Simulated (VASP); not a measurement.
# CaSe (P6_3/mmc) in VASP: a series of runs

CaSe is run at these levels: PBE, PBEsol, LDA; tasks: relaxation of cell and atoms.

Everything below comes from runs of VASP 6.6.1. Logs are shortened: lines on timing, memory, paths and dates and some standing lists are left out, and cuts for length are marked.

**1. The cell of the first run**

The structure is hexagonal, space group P6_3/mmc (No. 194). Conventional cell: a = 4.881 Å, b = 4.881 Å, c = 6.101 Å, α = 90.00°, β = 90.00°, γ = 120.00°. Ca (site symmetry -6m2) has 5 Se at 2.82 to 3.05 Å within 3.7 Å. Se (site symmetry -6m2) has 5 Ca at 2.82 to 3.05 Å within 3.7 Å.

**2. Relaxation of cell and atoms, PBE**

The input, INCAR:

```
PREC = Accurate ; ENCUT = 600
EDIFF = 1E-6 ; ISMEAR = -1
SIGMA = 0.02 ; LREAL = False
LASPH = True ; NELM = 80
ALGO = Normal ; ISIF = 3
LWAVE = False ; LCHARG = False
GGA = PE ; IBRION = 2
NSW = 80 ; EDIFFG = -0.005
```

The input, KPOINTS:

```
Automatic mesh
0
Gamma
  6 6 4
```

The input, POSCAR:

```
CaSe
1.0
    4.8808525784      0.0000000000      0.0000000000
   -2.4404262892      4.2269423250      0.0000000000
    0.0000000000      0.0000000000      6.1007415000
Ca Se
2 2
Direct
    0.3333333333      0.6666666667      0.2500000000
    0.6666666667      0.3333333333      0.7500000000
    0.6666666667      0.3333333333      0.2500000000
    0.3333333333      0.6666666667      0.7500000000
```

Potentials or basis: VASP PAW PBE potentials, release 64 (Ca_sv, Se).

Started as:

```sh
$ cat potpaw_PBE.64/Ca_sv/POTCAR potpaw_PBE.64/Se/POTCAR > POTCAR
$ mpirun -np 1 vasp_std > vasp.out
```

OUTCAR:

```text
PREC = Accurate
   ENCUT = 600
   EDIFF = 1E-6
   ISMEAR = -1
   LREAL = False
   LASPH = True
   NELM = 80
   ISIF = 3
   GGA = PE
   IBRION = 2
   NSW = 80
   EDIFFG = -0.005

 ion  position               nearest neighbor table
   1  0.333  0.667  0.250-   3 2.82   3 2.82   3 2.82
   2  0.667  0.333  0.750-   4 2.82   4 2.82   4 2.82
   3  0.667  0.333  0.250-   1 2.82   1 2.82   1 2.82
   4  0.333  0.667  0.750-   2 2.82   2 2.82   2 2.82

  LATTYP: Found a hexagonal cell.
 ALAT       =     4.8808525784
 C/A-ratio  =     1.2499335725

  Lattice vectors:

 A1 = (   4.8808525784,   0.0000000000,   0.0000000000)
 A2 = (  -2.4404262892,   4.2269423250,   0.0000000000)
 A3 = (   0.0000000000,   0.0000000000,   6.1007415000)

Analysis of symmetry for initial positions (statically):
=====================================================================
 Subroutine PRICEL returns:
 Original cell was already a primitive cell.

 Routine SETGRP: Setting up the symmetry group for a
 hexagonal supercell.

 Subroutine GETGRP returns: Found 24 space group operations
 (whereof 12 operations were pure point group operations)
 out of a pool of 24 trial point group operations.

The static configuration has the point symmetry D_3d.
 The point group associated with its full space group is D_6h.

Analysis of symmetry for dynamics (positions and initial velocities):
=====================================================================
 Subroutine PRICEL returns:
 Original cell was already a primitive cell.

 Routine SETGRP: Setting up the symmetry group for a
 hexagonal supercell.

 Subroutine GETGRP returns: Found 24 space group operations
 (whereof 12 operations were pure point group operations)
 out of a pool of 24 trial point group operations.

The dynamic configuration has the point symmetry D_3d.
 The point group associated with its full space group is D_6h.

 Subroutine INISYM returns: Found 24 space group operations
 (whereof 12 operations are pure point group operations),
 and found     1 'primitive' translations

----------------------------------------------------------------------------------------

                                     Primitive cell

  volume of cell :     125.8649

  direct lattice vectors                    reciprocal lattice vectors
     4.880852578  0.000000000  0.000000000     0.204882238  0.118288815  0.000000000
    -2.440426289  4.226942325  0.000000000     0.000000000  0.236577631  0.000000000
     0.000000000  0.000000000  6.100741500     0.000000000  0.000000000  0.163914501

  length of vectors
     4.880852578  4.880852578  6.100741500     0.236577631  0.236577631  0.163914501

  position of ions in fractional coordinates (direct lattice)
     0.333333333  0.666666667  0.250000000
     0.666666667  0.333333333  0.750000000
     0.666666667  0.333333333  0.250000000
     0.333333333  0.666666667  0.750000000

  ion indices of the primitive-cell ions
   primitive index   ion index
                 1           1
                 2           2
                 3           3
                 4           4

----------------------------------------------------------------------------------------

 KPOINTS: Automatic mesh

Automatic generation of k-mesh.
 Grid dimensions read from file:
 generate k-points for:    6    6    4

 Generating k-lattice:

  Cartesian coordinates                     Fractional coordinates (reciprocal lattice)
     0.034147040  0.019714803  0.000000000     0.166666667  0.000000000  0.000000000
     0.000000000  0.039429605  0.000000000     0.000000000  0.166666667  0.000000000
     0.000000000  0.000000000  0.040978625     0.000000000  0.000000000  0.250000000

  Length of vectors
     0.039429605  0.039429605  0.040978625

  Shift w.r.t. Gamma in fractional coordinates (k-lattice)
     0.000000000  0.000000000  0.000000000

 Subroutine IBZKPT returns following result:
 ===========================================

 Found     21 irreducible k-points:

 Following reciprocal coordinates:
            Coordinates               Weight
  0.000000  0.000000  0.000000      1.000000
  0.166667 -0.000000  0.000000      6.000000
  0.333333  0.000000  0.000000      6.000000
  0.500000  0.000000  0.000000      3.000000
  0.166667  0.166667  0.000000      6.000000
  0.333333  0.166667  0.000000     12.000000
[... 13 lines left out ...]
  0.333333  0.166667  0.500000     12.000000
  0.333333  0.333333  0.500000      2.000000
   k-points           NKPTS =     21   k-points in BZ     NKDIM =     21   number of bands    NBANDS=     20
   number of dos      NEDOS =    301   number of ions     NIONS =      4
   total plane-waves  NPLWV =  80000
   dimension x,y,z NGX =    40 NGY =   40 NGZ =   50
   dimension x,y,z NGXF=    80 NGYF=   80 NGZF=  100
   ions per type =               2   2
   NGX,Y,Z   is equivalent  to a cutoff of  13.62, 13.62, 13.63 a.u.
   NGXF,Y,Z  is equivalent  to a cutoff of  27.25, 27.25, 27.25 a.u.
 SYSTEM =  unknown system
   PREC   = accura    normal or accurate (medium, high low for compatibility)
   ISTART =      0    job   : 0-new  1-cont  2-samecut
   ICHARG =      2    charge: 1-file 2-atom 10-const
   ISPIN  =      1    spin polarized calculation?
   LNONCOLLINEAR =      F non collinear calculations
   LSORBIT =      F    spin-orbit coupling
   LASPH  =      T    aspherical Exc in radial PAW
   ENCUT  =  600.0 eV  44.10 Ry    6.64 a.u.   9.75  9.75 12.18*2*pi/ulx,y,z
   NELM   =     80;   NELMIN=  2; NELMDL= -5     # of ELM steps
   EDIFF  = 0.1E-05   stopping-criterion for ELM
   LREAL  =      F    real-space projection
   EDIFFG = -.5E-02   stopping-criterion for IOM
   NSW    =     80    number of steps for IOM
   IBRION =      2    ionic relax: 0-MD 1-quasi-New 2-CG
   NFREE  =      1    steps in history (QN), initial steepest desc. (CG)
   ISIF   =      3    stress and relaxation
   ISYM   =      2    0-nonsym 1-usesym 2-fastsym
   POTIM  = 0.5000    time-step for ionic-motion
   TEBEG  =    0.0;   TEEND  =   0.0 temperature during run
   PSTRESS=    0.0 pullay stress
   NELECT =      32.0000    total number of electrons
   NUPDOWN=      -1.0000    fix difference up-down
   EMIN   =  10.00;   EMAX   =-10.00  energy-range for DOS
   EFERMI =   0.00;   METHOD = LEGACY
   ISMEAR =    -1;   SIGMA  =   0.02  broadening in eV -4-tet -1-fermi 0-gaus
   EFERMI_NEDOS =   21; number of points for ismear=-14 and -15
   IALGO  =     38    algorithm
   IMIX   =      4    mixing-type and parameters
     AMIX     =   0.40;   BMIX     =  1.00
     AMIX_MAG =   1.60;   BMIX_MAG =  1.00
  volume/ion in A,a.u.               =      31.47       212.34
  Fermi-wavevector in a.u.,A,eV,Ry     =   1.037106  1.959847 14.634284  1.075590
  Thomas-Fermi vector in A             =   2.171529
   LORBIT       =      0    0 simple, 1 ext, 2 COOP (PROOUT), +10 PAW based schemes
   GGA     = PE    functional components
   LHFCALC =     F    Hartree Fock is set to
   AEXX    =    0.0000 exact exchange contribution
   IVDW    =     0    specifies the selected vdW correction
   LEPSILON=     F    determine dielectric tensor
   LRPA    =     F    only Hartree local field effects (RPA)
 conjugate gradient relaxation of ions
 non-spin polarized calculation
  energy-cutoff  :      600.00
  volume of cell :      125.86
 maximum number of plane-waves:      4236
 NGX is ok and might be reduce to    40
   NGX = 19   NGY = 19   NGZ = 25

--------------------------------------- Ionic step        1  -------------------------------------------

 number of electron      32.0000003 magnetization

 Free energy of the ion-electron system (eV)
  ---------------------------------------------------
  ext. energy  EPLUGINS =         0.00000000
  ---------------------------------------------------
  free energy    TOTEN  =       -18.41487905 eV

  energy without entropy =      -18.41487905  energy(sigma->0) =      -18.41487905

------------------------ aborting loop because EDIFF is reached ----------------------------------------

  FORCE on cell =-STRESS in cart. coord.  units (eV):
  Direction    XX          YY          ZZ          XY          YZ          ZX
  --------------------------------------------------------------------------------------
  -------------------------------------------------------------------------------------
  Total        2.1846955      2.1846955     -1.3944036     -0.0000000      0.0000000     -0.0000000
  in kB       27.8097354     27.8097354    -17.7498399     -0.0000000      0.0000000     -0.0000000
  external PRESSURE =      12.6232103 kB  Pullay stress =       0.0000000 kB
[... 95 lines left out ...]
  FREE ENERGIE OF THE ION-ELECTRON SYSTEM (eV)
  ---------------------------------------------------
  free  energy   TOTEN  =       -18.4987684391 eV

  energy  without entropy=      -18.4987684391  energy(sigma->0) =      -18.49876844

[... ionic steps 4 to 7 ...]

--------------------------------------- Ionic step        8  -------------------------------------------

 number of electron      31.9999997 magnetization

------------------------ aborting loop because EDIFF is reached ----------------------------------------

  FORCE on cell =-STRESS in cart. coord.  units (eV):
  Direction    XX          YY          ZZ          XY          YZ          ZX
  --------------------------------------------------------------------------------------
  -------------------------------------------------------------------------------------
  Total       -0.0000887     -0.0000887      0.0293272     -0.0000000      0.0000000      0.0000000
  in kB       -0.0010962     -0.0010962      0.3626103     -0.0000000      0.0000000      0.0000000
  external PRESSURE =       0.1201393 kB  Pullay stress =       0.0000000 kB
[... 61 lines left out ...]
  energy  without entropy=      -18.5043039691  energy(sigma->0) =      -18.50430397

--------------------------------------- Ionic step       10  -------------------------------------------

 number of electron      31.9999997 magnetization

 Free energy of the ion-electron system (eV)
  ---------------------------------------------------
  ext. energy  EPLUGINS =         0.00000000
  ---------------------------------------------------
  free energy    TOTEN  =       -18.50430878 eV

  energy without entropy =      -18.50430878  energy(sigma->0) =      -18.50430878

 E-fermi :   1.5486     XC(G=0):  -7.9631

 val. band max:        1.0904873689   @ k =   0.0000   0.0000   0.0000
 cond. band min:       3.5654333395   @ k =   0.3333   0.3333   0.0000
 fundamental gap:      2.4749459706
 Fermi energy:         1.5486413043

 k-point     1 :       0.0000    0.0000    0.0000
  band No.  band energies     occupation
      1     -38.8500      2.00000
      2     -38.8424      2.00000
      3     -19.8952      2.00000
      4     -19.8952      2.00000
      5     -19.8868      2.00000
      6     -19.8682      2.00000
[... 12 lines left out ...]
     19       4.6456      0.00000
[... 490 lines left out ...]
  FREE ENERGIE OF THE ION-ELECTRON SYSTEM (eV)
  ---------------------------------------------------
  free  energy   TOTEN  =       -18.5043087802 eV

  energy  without entropy=      -18.5043087802  energy(sigma->0) =      -18.50430878

 reached required accuracy - stopping structural energy minimisation
```

Wall time 7.1 min (1 thread of Oxide Virtual Turin-like, shared host); peak memory 0.28 GiB.

What came out:

```
Free energy                           : -18.5043 eV
Relaxed volume                        : 32.39 Å³/atom
Relaxed cell                          : a = 5.035 Å, b = 5.035 Å, c = 5.901 Å, α = 90.00°, β = 90.00°, γ = 120.00°
Space group after relaxing (to 0.1 Å) : P6_3/mmc (No. 194)
Energy gained by relaxing             : 22.4 meV/atom
Ionic steps                           : 10
Pressure after relaxing               : 0.0 GPa
Band gap on the k mesh                : 2.47 eV (least direct gap 2.54 eV)
```

The path:
```tsv
step	energy change (eV)	largest force (eV/Å)	pressure (GPa)	volume (Å³)
1	0.0000	0.0000	1.26	125.86
2	-0.0802	0.0000	-0.26	130.36
3	-0.0839	0.0000	-0.59	131.63
4	-0.0893	0.0000	0.00	129.63
5	-0.0894	0.0000	-0.06	129.78
6	-0.0894	0.0000	-0.03	129.74
7	-0.0894	0.0000	0.00	129.61
8	-0.0894	0.0000	0.01	129.58
9	-0.0894	0.0000	0.03	129.52
10	-0.0894	0.0000	0.01	129.56
```

Final structure:
```
Ca Se
1.0
     5.03507    0.00000    0.00000
    -2.51753    4.36050    0.00000
     0.00000    0.00000    5.90110
Ca Se
2 2
Direct
  0.33333 0.66667 0.25000
  0.66667 0.33333 0.75000
  0.66667 0.33333 0.25000
  0.33333 0.66667 0.75000
```

Levels at points of the mesh, in eV from the valence-band top:
```csv
k point,band 14,band 15,band 16,band 17,band 18,band 19
"(0.00, 0.00, 0.00)",-1.03,-1.03,0.00,2.54,3.56,3.56
"(0.50, 0.00, 0.00)",-1.43,-0.98,-0.50,3.05,3.28,3.71
"(0.00, 0.00, 0.50)",-1.36,-1.36,-1.36,3.73,3.73,4.94
"(0.50, 0.00, 0.50)",-1.21,-1.03,-1.03,3.60,3.60,4.63
```

A k mesh can miss the band edges.

(Continued in part 2 of 2.)
